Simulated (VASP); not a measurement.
# Ru (P6_3/mmc) in VASP: notebook

Ru is run at these levels: r2SCAN; tasks: single point, relaxation of volume and atoms at fixed shape.

Program: VASP 6.6.1. These are calculated values, not measurements. Logs are shortened: lines on timing, memory, paths and dates and some standing lists are left out, and cuts for length are marked.

## (1) The cell of the first run

Symmetry: P6_3/mmc, No. 194, hexagonal system. Conventional cell: a = 2.700 Å, b = 2.700 Å, c = 4.273 Å, α = 90.00°, β = 90.00°, γ = 120.00°. Within 3.5 Å of Ru (site symmetry -6m2) lie 12 Ru at 2.64 to 2.70 Å.

## (2) Single point, r2SCAN

POSCAR

```
Ru
1.0
    2.7002080995      0.0000000000      0.0000000000
   -1.3501040497      2.3384488097      0.0000000000
    0.0000000000      0.0000000000      4.2730508741
Ru
2
Direct
    0.3333333333      0.6666666667      0.2500000000
    0.6666666667      0.3333333333      0.7500000000
```

INCAR.step1

```
ALGO = Normal
EDIFF = 1E-4
ENCUT = 520
GGA = PE
ISMEAR = -1
LASPH = True
LCHARG = False
LREAL = False
LWAVE = True
NBANDS = 21
NELM = 60
PREC = Accurate
SIGMA = 0.1
```

INCAR.step2

```
ALGO = Normal
EDIFF = 1E-6
ENCUT = 520
ISIF = 2
ISMEAR = -1
ISTART = 1
LASPH = True
LCHARG = True
LELF = True
LMIXTAU = True
LREAL = False
LVHAR = True
LWAVE = False
METAGGA = R2SCAN
NBANDS = 21
NELM = 60
PREC = Accurate
SIGMA = 0.1
```

KPOINTS

```
k-points
0
Gamma
  9 9 5
```

Potentials or basis: VASP PAW PBE potentials, release 64 (Ru_pv).

On the command line:

```console
$ cat potpaw_PBE.64/Ru_pv/POTCAR > POTCAR
$ cp INCAR.step1 INCAR
$ mpirun -np 1 vasp_std > vasp.out
$ cp INCAR.step2 INCAR
$ mpirun -np 1 vasp_std > vasp.out
```

OUTCAR:

```text
EDIFF = 1E-6
   ENCUT = 520
   ISIF = 2
   ISMEAR = -1
   ISTART = 1
   LASPH = True
   LREAL = False
   METAGGA = R2SCAN
   NELM = 60
   PREC = Accurate

 ion  position               nearest neighbor table
   1  0.333  0.667  0.250-   2 2.64   2 2.64   2 2.64   2 2.64   2 2.64   2 2.64
   2  0.667  0.333  0.750-   1 2.64   1 2.64   1 2.64   1 2.64   1 2.64   1 2.64

  LATTYP: Found a hexagonal cell.
 ALAT       =     2.7002080995
 C/A-ratio  =     1.5824894662

  Lattice vectors:

 A1 = (   2.7002080995,   0.0000000000,   0.0000000000)
 A2 = (  -1.3501040497,   2.3384488097,   0.0000000000)
 A3 = (   0.0000000000,   0.0000000000,   4.2730508741)

Analysis of symmetry for initial positions (statically):
=====================================================================
 Subroutine PRICEL returns:
 Original cell was already a primitive cell.

 Routine SETGRP: Setting up the symmetry group for a
 hexagonal supercell.

 Subroutine GETGRP returns: Found 24 space group operations
 (whereof 12 operations were pure point group operations)
 out of a pool of 24 trial point group operations.

The static configuration has the point symmetry D_3d.
 The point group associated with its full space group is D_6h.

Analysis of symmetry for dynamics (positions and initial velocities):
=====================================================================
 Subroutine PRICEL returns:
 Original cell was already a primitive cell.

 Routine SETGRP: Setting up the symmetry group for a
 hexagonal supercell.

 Subroutine GETGRP returns: Found 24 space group operations
 (whereof 12 operations were pure point group operations)
 out of a pool of 24 trial point group operations.

The dynamic configuration has the point symmetry D_3d.
 The point group associated with its full space group is D_6h.

 Subroutine INISYM returns: Found 24 space group operations
 (whereof 12 operations are pure point group operations),
 and found     1 'primitive' translations

----------------------------------------------------------------------------------------

                                     Primitive cell

  volume of cell :      26.9813

  direct lattice vectors                    reciprocal lattice vectors
     2.700208100  0.000000000  0.000000000     0.370341827  0.213816953  0.000000000
    -1.350104050  2.338448810  0.000000000     0.000000000  0.427633907  0.000000000
     0.000000000  0.000000000  4.273050874     0.000000000  0.000000000  0.234024829

  length of vectors
     2.700208100  2.700208099  4.273050874     0.427633907  0.427633907  0.234024829

  position of ions in fractional coordinates (direct lattice)
     0.333333333  0.666666667  0.250000000
     0.666666667  0.333333333  0.750000000

  ion indices of the primitive-cell ions
   primitive index   ion index
                 1           1
                 2           2

----------------------------------------------------------------------------------------

 KPOINTS: k-points

Automatic generation of k-mesh.
 Grid dimensions read from file:
 generate k-points for:    9    9    5

 Generating k-lattice:

  Cartesian coordinates                     Fractional coordinates (reciprocal lattice)
     0.041149092  0.023757439  0.000000000     0.111111111  0.000000000  0.000000000
     0.000000000  0.047514879  0.000000000     0.000000000  0.111111111  0.000000000
     0.000000000  0.000000000  0.046804966     0.000000000  0.000000000  0.200000000

  Length of vectors
     0.047514879  0.047514879  0.046804966

  Shift w.r.t. Gamma in fractional coordinates (k-lattice)
     0.000000000  0.000000000  0.000000000

 Subroutine IBZKPT returns following result:
 ===========================================

 Found     36 irreducible k-points:

 Following reciprocal coordinates:
            Coordinates               Weight
  0.000000  0.000000  0.000000      1.000000
  0.111111  0.000000  0.000000      6.000000
  0.222222  0.000000  0.000000      6.000000
  0.333333  0.000000  0.000000      6.000000
  0.444444  0.000000  0.000000      6.000000
  0.111111  0.111111  0.000000      6.000000
[... 16 lines left out ...]
  0.333333  0.222222  0.200000     24.000000
  0.333333  0.333333  0.200000      4.000000
 [... further k-points ...]
   k-points           NKPTS =     36   k-points in BZ     NKDIM =     36   number of bands    NBANDS=     21
   number of dos      NEDOS =    301   number of ions     NIONS =      2
   total plane-waves  NPLWV =  12800
   dimension x,y,z NGX =    20 NGY =   20 NGZ =   32
   dimension x,y,z NGXF=    40 NGYF=   40 NGZF=   64
   ions per type =               2
   NGX,Y,Z   is equivalent  to a cutoff of  12.31, 12.31, 12.45 a.u.
   NGXF,Y,Z  is equivalent  to a cutoff of  24.63, 24.63, 24.90 a.u.
 SYSTEM =  unknown system
   PREC   = accura    normal or accurate (medium, high low for compatibility)
   ISTART =      1    job   : 0-new  1-cont  2-samecut
   ICHARG =      0    charge: 1-file 2-atom 10-const
   ISPIN  =      1    spin polarized calculation?
   LNONCOLLINEAR =      F non collinear calculations
   LSORBIT =      F    spin-orbit coupling
   LASPH  =      T    aspherical Exc in radial PAW
   ENCUT  =  520.0 eV  38.22 Ry    6.18 a.u.   5.02  5.02  7.95*2*pi/ulx,y,z
   NELM   =     60;   NELMIN=  2; NELMDL=  0     # of ELM steps
   EDIFF  = 0.1E-05   stopping-criterion for ELM
   LREAL  =      F    real-space projection
   EDIFFG = 0.1E-04   stopping-criterion for IOM
   NSW    =      0    number of steps for IOM
   IBRION =     -1    ionic relax: 0-MD 1-quasi-New 2-CG
   NFREE  =      0    steps in history (QN), initial steepest desc. (CG)
   ISIF   =      2    stress and relaxation
   ISYM   =      2    0-nonsym 1-usesym 2-fastsym
   POTIM  = 0.5000    time-step for ionic-motion
   TEBEG  =    0.0;   TEEND  =   0.0 temperature during run
   PSTRESS=    0.0 pullay stress
   NELECT =      28.0000    total number of electrons
   NUPDOWN=      -1.0000    fix difference up-down
   EMIN   =  10.00;   EMAX   =-10.00  energy-range for DOS
   EFERMI =   0.00;   METHOD = LEGACY
   ISMEAR =    -1;   SIGMA  =   0.10  broadening in eV -4-tet -1-fermi 0-gaus
   EFERMI_NEDOS =   21; number of points for ismear=-14 and -15
   IALGO  =     38    algorithm
   IMIX   =      4    mixing-type and parameters
     AMIX     =   0.40;   BMIX     =  1.00
     AMIX_MAG =   1.60;   BMIX_MAG =  1.00
  volume/ion in A,a.u.               =      13.49        91.04
  Fermi-wavevector in a.u.,A,eV,Ry     =   1.657448  3.132122 37.377004  2.747132
  Thomas-Fermi vector in A             =   2.745199
   LORBIT       =      0    0 simple, 1 ext, 2 COOP (PROOUT), +10 PAW based schemes
   METAGGA = R2SCAN    functional components
   LHFCALC =     F    Hartree Fock is set to
   AEXX    =    0.0000 exact exchange contribution
   IVDW    =     0    specifies the selected vdW correction
   LEPSILON=     F    determine dielectric tensor
   LRPA    =     F    only Hartree local field effects (RPA)
 non-spin polarized calculation
  energy-cutoff  :      520.00
  volume of cell :       26.98
 maximum number of plane-waves:       744
 NGX is ok and might be reduce to    20
   NGX =  9   NGY =  9   NGZ = 15

 number of electron      28.0000005 magnetization

 Free energy of the ion-electron system (eV)
  ---------------------------------------------------
  ext. energy  EPLUGINS =         0.00000000
  ---------------------------------------------------
  free energy    TOTEN  =       -50.90634461 eV

  energy without entropy =      -50.86030043  energy(sigma->0) =      -50.88332252

 E-fermi :  12.9291     XC(G=0): -15.4559

 val. band max:       12.8895722856   @ k =   0.4444   0.0000   0.2000
 cond. band min:      12.9333063098   @ k =   0.1111   0.1111   0.4000
 fundamental gap:      0.0437340242
 Fermi energy:        12.9291289671

 k-point     1 :       0.0000    0.0000    0.0000
  band No.  band energies     occupation
      1     -32.2660      2.00000
      2     -31.2517      2.00000
      3     -31.2517      2.00000
      4     -31.0654      2.00000
      5     -31.0654      2.00000
      6     -31.0071      2.00000
[... 13 lines left out ...]
     20      21.2353      0.00000
     21      23.7536      0.00000

 k-point     2 :       0.1111    0.0000    0.0000
  band No.  band energies     occupation
      1     -32.2202      2.00000
      2     -31.3482      2.00000
      3     -31.2838      2.00000
      4     -31.1657      2.00000
      5     -31.0787      2.00000
      6     -31.0285      2.00000
[... 13 lines left out ...]
     20      21.2353      0.00000
     21      23.6756      0.00000

 k-point     3 :       0.2222    0.0000    0.0000
  band No.  band energies     occupation
      1     -32.0936      2.00000
      2     -31.5927      2.00000
      3     -31.4110      2.00000
      4     -31.3615      2.00000
      5     -31.1156      2.00000
      6     -31.0929      2.00000
[... 13 lines left out ...]
     20      21.2354      0.00000
     21      23.4452      0.00000

 k-point     4 :       0.3333    0.0000    0.0000
  band No.  band energies     occupation
      1     -31.9192      2.00000
      2     -31.8704      2.00000
      3     -31.6759      2.00000
      4     -31.4453      2.00000
      5     -31.1961      2.00000
      6     -31.1608      2.00000
[... 13 lines left out ...]
     20      22.7691      0.00000
     21      23.0981      0.00000

 k-point     5 :       0.4444    0.0000    0.0000
  band No.  band energies     occupation
      1     -32.0506      2.00000
      2     -31.8421      2.00000
      3     -31.7630      2.00000
      4     -31.4981      2.00000
      5     -31.3056      2.00000
      6     -31.1915      2.00000
[... 13 lines left out ...]
     20      21.2353      0.00000
     21      24.3662      0.00000
[... 382 lines left out ...]
     20      21.2352      0.00000
     21      24.5184      0.00000

 k-point    22 :       0.2222    0.2222    0.2000
  band No.  band energies     occupation
      1     -31.9721      2.00000
      2     -31.8723      2.00000
      3     -31.5895      2.00000
      4     -31.5490      2.00000
      5     -31.3388      2.00000
      6     -31.2127      2.00000
[... 13 lines left out ...]
     20      21.2353      0.00000
     21      25.1986      0.00000

 k-point    23 :       0.3333    0.2222    0.2000
  band No.  band energies     occupation
      1     -32.0056      2.00000
      2     -31.8962      2.00000
      3     -31.7088      2.00000
      4     -31.5055      2.00000
      5     -31.4292      2.00000
      6     -31.2858      2.00000
[... 13 lines left out ...]
     20      21.2355      0.00000
     21      23.8336      0.00000

 k-point    24 :       0.3333    0.3333    0.2000
  band No.  band energies     occupation
      1     -31.8859      2.00000
      2     -31.8684      2.00000
      3     -31.8684      2.00000
      4     -31.5616      2.00000
      5     -31.3771      2.00000
      6     -31.3771      2.00000
[... 13 lines left out ...]
     20      21.2358      0.00000
     21      21.2423      0.00000

 [... further k-points ...]
[... 5 lines left out ...]
  --------------------------------------------------------------------------------------
  -------------------------------------------------------------------------------------
  Total        0.3195586      0.3195586      0.1064358      0.0000000     -0.0000000      0.0000000
  in kB       18.9757064     18.9757064      6.3202637      0.0000000     -0.0000000      0.0000000
  external PRESSURE =      14.7572255 kB  Pullay stress =       0.0000000 kB

 VOLUME and BASIS-vectors are now :
 -----------------------------------------------------------------------------
  energy-cutoff  :      520.00
  volume of cell :       26.98
      direct lattice vectors                 reciprocal lattice vectors
     2.700208100  0.000000000  0.000000000     0.370341827  0.213816953  0.000000000
    -1.350104050  2.338448810  0.000000000     0.000000000  0.427633907  0.000000000
     0.000000000  0.000000000  4.273050874     0.000000000  0.000000000  0.234024829

 POSITION                                       TOTAL-FORCE (eV/Angst)
 -----------------------------------------------------------------------------------
     -0.00000      1.55897      1.06826        -0.000000      0.000000      0.000000
      1.35010      0.77948      3.20479         0.000000     -0.000000      0.000000
 -----------------------------------------------------------------------------------
    total drift:                               -0.000000      0.000000     -0.000000

  FREE ENERGIE OF THE ION-ELECTRON SYSTEM (eV)
  ---------------------------------------------------
  free  energy   TOTEN  =       -50.9063446078 eV

  energy  without entropy=      -50.8603004273  energy(sigma->0) =      -50.88332252
```

Wall time 61 s (1 thread of Intel Xeon Platinum 8488C (Sapphire Rapids), shared host); peak memory 0.15 GiB.

Results:

* Free energy: -50.9063 eV
* Pressure: 1.5 GPa
* Band gap on the k mesh: zero (bands 14 and 15 overlap by 3.20 eV)

Stress tensor (GPa, compression positive):
```
1.90 0.00 0.00
0.00 1.90 0.00
0.00 0.00 0.63
```

Caveat: the PAW data sets were made with another functional, which shifts forces and pressure a little.

## (3) Relaxation of volume and atoms at fixed shape, r2SCAN

This run uses another cell than the first one, of 13.57 Å³/atom.

POSCAR

```
Ru
1.0
    2.7058000000      0.0000000000      0.0000000000
   -1.3529000000      2.3432915400      0.0000000000
    0.0000000000      0.0000000000      4.2819000000
Ru
2
Direct
    0.3333333333      0.6666666667      0.2500000000
    0.6666666667      0.3333333333      0.7500000000
```

INCAR.step1

```
SYSTEM = Ru
PREC     = Accurate       ! precision mode
ENCUT    = 600            ! plane-wave cutoff, eV
ISMEAR   = -1             ! smearing method
SIGMA    = 0.1            ! smearing width, eV
LREAL    = .FALSE.        ! projectors in reciprocal space
LASPH    = .TRUE.         ! aspherical terms in the spheres
NELM     = 60             ! most SCF steps
GGA      = PE             ! functional
ALGO     = Normal         ! electronic algorithm
EDIFF    = 1E-4           ! SCF threshold, eV
LWAVE    = .TRUE.         ! write WAVECAR
LCHARG   = .FALSE.        ! write CHGCAR
```

INCAR.step2

```
SYSTEM = Ru
PREC     = Accurate       ! precision mode
ENCUT    = 600            ! plane-wave cutoff, eV
EDIFF    = 1E-6           ! SCF threshold, eV
ISMEAR   = -1             ! smearing method
SIGMA    = 0.1            ! smearing width, eV
LREAL    = .FALSE.        ! projectors in reciprocal space
LASPH    = .TRUE.         ! aspherical terms in the spheres
NELM     = 60             ! most SCF steps
ALGO     = Normal         ! electronic algorithm
ISIF     = 8              ! what is computed and relaxed
LWAVE    = .FALSE.        ! write WAVECAR
LCHARG   = .FALSE.        ! write CHGCAR
METAGGA  = R2SCAN         ! meta-GGA
LMIXTAU  = .TRUE.       
IBRION   = 2              ! ionic algorithm
NSW      = 50             ! ionic steps
EDIFFG   = -0.02          ! ionic threshold
ISTART   = 1
```

KPOINTS

```
Automatic mesh
0
G
  9 9 5
  0 0 0
```

Potentials or basis: VASP PAW PBE potentials, release 64 (Ru_pv).

On the command line:

```console
$ cat potpaw_PBE.64/Ru_pv/POTCAR > POTCAR
$ cp INCAR.step1 INCAR
$ mpirun -np 1 vasp_std > vasp.out
$ cp INCAR.step2 INCAR
$ mpirun -np 1 vasp_std > vasp.out
```

Run time: 2.6 min. Hardware: 1 thread of Intel Xeon Platinum 8488C (Sapphire Rapids), shared host; peak memory 0.17 GiB.

Results (log left out):

| Property | Result |
| --- | --- |
| Free energy | -50.9045 eV |
| Relaxed volume | 13.55 Å³/atom |
| Relaxed cell | a = 2.704 Å, b = 2.704 Å, c = 4.279 Å, α = 90.00°, β = 90.00°, γ = 120.00° |
| Space group after relaxing (to 0.1 Å) | P6_3/mmc (No. 194) |
| Energy gained by relaxing | 0.1 meV/atom |
| Ionic steps | 3 |
| Pressure after relaxing | 0.0 GPa |
| Band gap on the k mesh | zero (bands 14 and 15 overlap by 3.18 eV) |

Stress tensor (GPa, compression positive):
```
 0.45  0.00  0.00
 0.00  0.45  0.00
 0.00  0.00 -0.89
```

Step by step:
```tsv
step	energy change (eV)	largest force (eV/Å)	pressure (GPa)	volume (Å³)
1	0.0000	0.0000	-0.59	27.15
2	0.0007	0.0000	1.86	26.95
3	-0.0001	0.0000	0.00	27.10
```

Final structure:
```cif
data_structure
_symmetry_space_group_name_H-M 'P 1'
_symmetry_Int_Tables_number 1
_cell_length_a 2.7041
_cell_length_b 2.7041
_cell_length_c 4.2792
_cell_angle_alpha 90.000
_cell_angle_beta 90.000
_cell_angle_gamma 120.000
_cell_volume 27.10
loop_
_atom_site_label
_atom_site_type_symbol
_atom_site_fract_x
_atom_site_fract_y
_atom_site_fract_z
_atom_site_occupancy
Ru1 Ru 0.33333 0.66667 0.25000 1
Ru2 Ru 0.66667 0.33333 0.75000 1
```

Levels at points of the mesh, in eV from the Fermi level:
| k point | band 12 | band 13 | band 14 | band 15 | band 16 | band 17 |
| --- | --- | --- | --- | --- | --- | --- |
| (0.00, 0.00, 0.00) | -2.10 | -2.10 | -1.55 | -1.55 | 1.15 | 1.15 |

Caveat: the PAW data sets were made with another functional, which shifts forces and pressure a little.

The gap in the log of VASP goes by the Fermi energy; the results here count the filled bands.